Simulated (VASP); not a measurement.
# InO in VASP: single point with PBE+D3(BJ)

Aim: the single point of InO with PBE+D3(BJ).

Everything below comes from runs of VASP 6.6.1. Logs are shortened: lines on timing, memory, paths and dates and some standing lists are left out, and cuts for length are marked.

## 1. The cell of the first run

The cell holds a slab with vacuum, 4 atoms: a = 3.430 Å, b = 3.430 Å, c = 15.852 Å, α = 90.00°, β = 90.00°, γ = 120.00°.

## 2. Single point, PBE+D3(BJ)

File INCAR:

```
SYSTEM = InO
ALGO = Normal ; EDIFF = 1E-6
ENCUT = 600 ; GGA = PE
GGA_COMPAT = .False. ; ISIF = 2
ISMEAR = 0 ; IVDW = 12
LASPH = .True. ; LCHARG = .True.
LELF = .True. ; LREAL = .False.
LVHAR = .True. ; LWAVE = .False.
NBANDS = 27 ; NELM = 120
PREC = Accurate ; SIGMA = 0.05
```

File KPOINTS:

```
k-points
0
Gamma
  12 12 4
  0 0 0
```

File POSCAR:

```
InO
1.0
    3.4297831903      0.0000000000      0.0000000000
   -1.7148915952      2.9702793723      0.0000000000
    0.0000000000      0.0000000000     15.8520222305
In O
2 2
Direct
    0.6666666667      0.3333333333      0.5895266171
    0.6666666667      0.3333333333      0.4104733829
    0.0000000000      0.0000000000      0.6398766426
    0.0000000000      0.0000000000      0.3601233574
```

Potentials or basis: VASP PAW PBE potentials, release 64 (In_d, O).

On the command line:

```
$ cat potpaw_PBE.64/In_d/POTCAR potpaw_PBE.64/O/POTCAR > POTCAR
$ mpirun -np 1 vasp_std > vasp.out
```

OUTCAR:

```text
SYSTEM = InO
   EDIFF = 1E-6
   ENCUT = 600
   GGA = PE
   ISIF = 2
   ISMEAR = 0
   IVDW = 12
   LASPH = .True.
   LREAL = .False.
   NELM = 120
   PREC = Accurate
 IVDW          = 12

 ion  position               nearest neighbor table
   1  0.667  0.333  0.590-   3 2.13   3 2.13   3 2.13   2 2.84
   2  0.667  0.333  0.410-   4 2.13   4 2.13   4 2.13   1 2.84
   3  0.000  0.000  0.640-   1 2.13   1 2.13   1 2.13
   4  0.000  0.000  0.360-   2 2.13   2 2.13   2 2.13

  LATTYP: Found a hexagonal cell.
 ALAT       =     3.4297831903
 C/A-ratio  =     4.6218729730

  Lattice vectors:

 A1 = (   3.4297831903,   0.0000000000,   0.0000000000)
 A2 = (  -1.7148915952,   2.9702793723,   0.0000000000)
 A3 = (   0.0000000000,   0.0000000000,  15.8520222305)

Analysis of symmetry for initial positions (statically):
=====================================================================
 Subroutine PRICEL returns:
 Original cell was already a primitive cell.

 Routine SETGRP: Setting up the symmetry group for a
 hexagonal supercell.

 Subroutine GETGRP returns: Found 12 space group operations
 (whereof 12 operations were pure point group operations)
 out of a pool of 24 trial point group operations.

The static configuration has the point symmetry D_3h.

Analysis of symmetry for dynamics (positions and initial velocities):
=====================================================================
 Subroutine PRICEL returns:
 Original cell was already a primitive cell.

 Routine SETGRP: Setting up the symmetry group for a
 hexagonal supercell.

 Subroutine GETGRP returns: Found 12 space group operations
 (whereof 12 operations were pure point group operations)
 out of a pool of 24 trial point group operations.

The dynamic configuration has the point symmetry D_3h.

 Subroutine INISYM returns: Found 12 space group operations
 (whereof 12 operations are pure point group operations),
 and found     1 'primitive' translations

----------------------------------------------------------------------------------------

                                     Primitive cell

  volume of cell :     161.4911

  direct lattice vectors                    reciprocal lattice vectors
     3.429783190  0.000000000  0.000000000     0.291563619  0.168334334  0.000000000
    -1.714891595  2.970279372  0.000000000     0.000000000  0.336668668  0.000000000
     0.000000000  0.000000000 15.852022230     0.000000000  0.000000000  0.063083434

  length of vectors
     3.429783190  3.429783190 15.852022230     0.336668668  0.336668668  0.063083434

  position of ions in fractional coordinates (direct lattice)
     0.666666667  0.333333333  0.589526617
     0.666666667  0.333333333  0.410473383
     0.000000000  0.000000000  0.639876643
     0.000000000  0.000000000  0.360123357

  ion indices of the primitive-cell ions
   primitive index   ion index
                 1           1
                 2           2
                 3           3
                 4           4

----------------------------------------------------------------------------------------

 KPOINTS: k-points

Automatic generation of k-mesh.
 Grid dimensions read from file:
 generate k-points for:   12   12    4

 Generating k-lattice:

  Cartesian coordinates                     Fractional coordinates (reciprocal lattice)
     0.024296968  0.014027861  0.000000000     0.083333333 -0.000000000  0.000000000
     0.000000000  0.028055722  0.000000000     0.000000000  0.083333333  0.000000000
     0.000000000  0.000000000  0.015770859     0.000000000  0.000000000  0.250000000

  Length of vectors
     0.028055722  0.028055722  0.015770859

  Shift w.r.t. Gamma in fractional coordinates (k-lattice)
     0.000000000  0.000000000  0.000000000

 Subroutine IBZKPT returns following result:
 ===========================================

 Found     57 irreducible k-points:

 Following reciprocal coordinates:
            Coordinates               Weight
  0.000000  0.000000  0.000000      1.000000
  0.083333  0.000000  0.000000      6.000000
  0.166667  0.000000  0.000000      6.000000
  0.250000  0.000000  0.000000      6.000000
  0.333333  0.000000  0.000000      6.000000
  0.416667  0.000000  0.000000      6.000000
[... 16 lines left out ...]
  0.250000  0.000000  0.250000     12.000000
  0.333333  0.000000  0.250000     12.000000
 [... further k-points ...]
   k-points           NKPTS =     57   k-points in BZ     NKDIM =     57   number of bands    NBANDS=     27
   number of dos      NEDOS =    301   number of ions     NIONS =      4
   total plane-waves  NPLWV = 100352
   dimension x,y,z NGX =    28 NGY =   28 NGZ =  128
   dimension x,y,z NGXF=    56 NGYF=   56 NGZF=  256
   ions per type =               2   2
   NGX,Y,Z   is equivalent  to a cutoff of  13.57, 13.57, 13.42 a.u.
   NGXF,Y,Z  is equivalent  to a cutoff of  27.14, 27.14, 26.85 a.u.
 SYSTEM =  InO
   PREC   = accura    normal or accurate (medium, high low for compatibility)
   ISTART =      0    job   : 0-new  1-cont  2-samecut
   ICHARG =      2    charge: 1-file 2-atom 10-const
   ISPIN  =      1    spin polarized calculation?
   LNONCOLLINEAR =      F non collinear calculations
   LSORBIT =      F    spin-orbit coupling
   LASPH  =      T    aspherical Exc in radial PAW
   ENCUT  =  600.0 eV  44.10 Ry    6.64 a.u.   6.85  6.85 31.66*2*pi/ulx,y,z
   NELM   =    120;   NELMIN=  2; NELMDL= -5     # of ELM steps
   EDIFF  = 0.1E-05   stopping-criterion for ELM
   LREAL  =      F    real-space projection
   EDIFFG = 0.1E-04   stopping-criterion for IOM
   NSW    =      0    number of steps for IOM
   IBRION =     -1    ionic relax: 0-MD 1-quasi-New 2-CG
   NFREE  =      0    steps in history (QN), initial steepest desc. (CG)
   ISIF   =      2    stress and relaxation
   ISYM   =      2    0-nonsym 1-usesym 2-fastsym
   POTIM  = 0.5000    time-step for ionic-motion
   TEBEG  =    0.0;   TEEND  =   0.0 temperature during run
   PSTRESS=    0.0 pullay stress
   NELECT =      38.0000    total number of electrons
   NUPDOWN=      -1.0000    fix difference up-down
   EMIN   =  10.00;   EMAX   =-10.00  energy-range for DOS
   EFERMI =   0.00;   METHOD = LEGACY
   ISMEAR =     0;   SIGMA  =   0.05  broadening in eV -4-tet -1-fermi 0-gaus
   EFERMI_NEDOS =   21; number of points for ismear=-14 and -15
   IALGO  =     38    algorithm
   IMIX   =      4    mixing-type and parameters
     AMIX     =   0.40;   BMIX     =  1.00
     AMIX_MAG =   1.60;   BMIX_MAG =  1.00
  volume/ion in A,a.u.               =      40.37       272.45
  Fermi-wavevector in a.u.,A,eV,Ry     =   1.010694  1.909935 13.898392  1.021503
  Thomas-Fermi vector in A             =   2.143699
   LORBIT       =      0    0 simple, 1 ext, 2 COOP (PROOUT), +10 PAW based schemes
   GGA     = PE    functional components
   LHFCALC =     F    Hartree Fock is set to
   AEXX    =    0.0000 exact exchange contribution
   IVDW    =    12    specifies the selected vdW correction
   LEPSILON=     F    determine dielectric tensor
   LRPA    =     F    only Hartree local field effects (RPA)
 non-spin polarized calculation
 Gauss-broadening in eV      SIGMA  =   0.05
  energy-cutoff  :      600.00
  volume of cell :      161.49
 maximum number of plane-waves:      5448
 NGX is ok and might be reduce to    28
   NGX = 13   NGY = 13   NGZ = 63

 number of electron      37.9999997 magnetization

 Free energy of the ion-electron system (eV)
  ---------------------------------------------------
  ext. energy  EPLUGINS =         0.00000000
  ---------------------------------------------------
  free energy    TOTEN  =       -19.42163723 eV

  energy without entropy =      -19.42163723  energy(sigma->0) =      -19.42163723

 E-fermi :  -1.3814     XC(G=0):  -4.9192

 val. band max:       -1.5953409030   @ k =   0.3333   0.3333   0.2500
 cond. band min:      -1.1691736627   @ k =   0.0000   0.0000   0.5000
 fundamental gap:      0.4261672403
 Fermi energy:        -1.3813822421

 k-point     1 :       0.0000    0.0000    0.0000
  band No.  band energies     occupation
      1     -19.3182      2.00000
      2     -19.2975      2.00000
      3     -15.1388      2.00000
      4     -15.1388      2.00000
      5     -15.0925      2.00000
      6     -15.0925      2.00000
[... 19 lines left out ...]
     26       7.9137      0.00000
     27       7.9137      0.00000

 k-point     2 :       0.0833    0.0000    0.0000
  band No.  band energies     occupation
      1     -19.3076      2.00000
      2     -19.2880      2.00000
      3     -15.1703      2.00000
      4     -15.1211      2.00000
      5     -15.0730      2.00000
      6     -15.0722      2.00000
[... 19 lines left out ...]
     26       6.9847      0.00000
     27       7.7850      0.00000

 k-point     3 :       0.1667    0.0000    0.0000
  band No.  band energies     occupation
      1     -19.2808      2.00000
      2     -19.2642      2.00000
      3     -15.1848      2.00000
      4     -15.0766      2.00000
      5     -15.0201      2.00000
      6     -15.0124      2.00000
[... 19 lines left out ...]
     26       7.0482      0.00000
     27       7.4919      0.00000

 k-point     4 :       0.2500    0.0000    0.0000
  band No.  band energies     occupation
      1     -19.2494      2.00000
      2     -19.2360      2.00000
      3     -15.1731      2.00000
      4     -15.0315      2.00000
      5     -14.9589      2.00000
      6     -14.9502      2.00000
[... 19 lines left out ...]
     26       7.1798      0.00000
     27       7.5274      0.00000

 k-point     5 :       0.3333    0.0000    0.0000
  band No.  band energies     occupation
      1     -19.2239      2.00000
      2     -19.2128      2.00000
      3     -15.1554      2.00000
      4     -15.0102      2.00000
      5     -14.9813      2.00000
      6     -14.9043      2.00000
[... 19 lines left out ...]
     26       6.9306      0.00000
     27       7.9321      0.00000

 k-point     6 :       0.4167    0.0000    0.0000
  band No.  band energies     occupation
      1     -19.2091      2.00000
      2     -19.1990      2.00000
      3     -15.1477      2.00000
      4     -15.0061      2.00000
      5     -14.9902      2.00000
      6     -14.9075      2.00000
[... 444 lines left out ...]
      1     -19.3076      2.00000
      2     -19.2880      2.00000
      3     -15.1703      2.00000
      4     -15.1211      2.00000
      5     -15.0730      2.00000
      6     -15.0722      2.00000
[... 19 lines left out ...]
     26       7.2764      0.00000
     27       7.7850      0.00000

 k-point    22 :       0.1667    0.0000    0.2500
  band No.  band energies     occupation
      1     -19.2808      2.00000
      2     -19.2642      2.00000
      3     -15.1848      2.00000
      4     -15.0766      2.00000
      5     -15.0201      2.00000
      6     -15.0124      2.00000
[... 19 lines left out ...]
     26       7.4919      0.00000
     27       7.5054      0.00000

 k-point    23 :       0.2500    0.0000    0.2500
  band No.  band energies     occupation
      1     -19.2494      2.00000
      2     -19.2360      2.00000
      3     -15.1731      2.00000
      4     -15.0315      2.00000
      5     -14.9589      2.00000
      6     -14.9502      2.00000
[... 19 lines left out ...]
     26       7.1345      0.00000
     27       7.1798      0.00000

 k-point    24 :       0.3333    0.0000    0.2500
  band No.  band energies     occupation
      1     -19.2239      2.00000
      2     -19.2128      2.00000
      3     -15.1554      2.00000
      4     -15.0102      2.00000
      5     -14.9813      2.00000
      6     -14.9043      2.00000
[... 19 lines left out ...]
     26       6.9306      0.00000
     27       7.6340      0.00000

 [... further k-points ...]

------------------------ aborting loop because EDIFF is reached ----------------------------------------

 Edisp (eV)   -0.57658

 E8    (eV) :    -0.2697

  FORCE on cell =-STRESS in cart. coord.  units (eV):
  Direction    XX          YY          ZZ          XY          YZ          ZX
  --------------------------------------------------------------------------------------
  -------------------------------------------------------------------------------------
  Total       0.11578     0.11578    -0.03349    -0.00000     0.00000     0.00000
  in kB       1.14863     1.14863    -0.33226    -0.00000     0.00000     0.00000
  external pressure =        0.66 kB  Pullay stress =        0.00 kB

 VOLUME and BASIS-vectors are now :
 -----------------------------------------------------------------------------
  energy-cutoff  :      600.00
  volume of cell :      161.49
      direct lattice vectors                 reciprocal lattice vectors
     3.429783190  0.000000000  0.000000000     0.291563619  0.168334334  0.000000000
    -1.714891595  2.970279372  0.000000000     0.000000000  0.336668668  0.000000000
     0.000000000  0.000000000 15.852022230     0.000000000  0.000000000  0.063083434

 POSITION                                       TOTAL-FORCE (eV/Angst)
 -----------------------------------------------------------------------------------
      1.71489      0.99009      9.34519         0.000000      0.000000     -0.030121
      1.71489      0.99009      6.50683        -0.000000      0.000000      0.030121
      0.00000      0.00000     10.14334         0.000000     -0.000000      0.033329
      0.00000      0.00000      5.70868         0.000000     -0.000000     -0.033329
 -----------------------------------------------------------------------------------
    total drift:                                0.000000     -0.000000      0.000000

  FREE ENERGIE OF THE ION-ELECTRON SYSTEM (eV)
  ---------------------------------------------------
  free  energy   TOTEN  =       -19.9982175489 eV

  energy  without entropy=      -19.9982175489  energy(sigma->0) =      -19.99821755
```

Run time: 16 min. Hardware: 1 thread of Intel Xeon 8259CL, shared host; peak memory 0.48 GiB.

Results:

| Property | Result |
| --- | --- |
| Free energy | -19.9982 eV |
| Largest force | 0.033 eV/Å |
| Band gap on the k mesh | 0.43 eV (least direct gap 1.16 eV) |
| Dispersion energy per atom | -0.144 eV |

Forces on the atoms (eV/Å):
```
In   0.000  0.000 -0.030
In   0.000  0.000  0.030
O    0.000  0.000  0.033
O    0.000  0.000 -0.033
```

Caveat: spin-orbit coupling is left out, which moves the levels of the heavy elements.
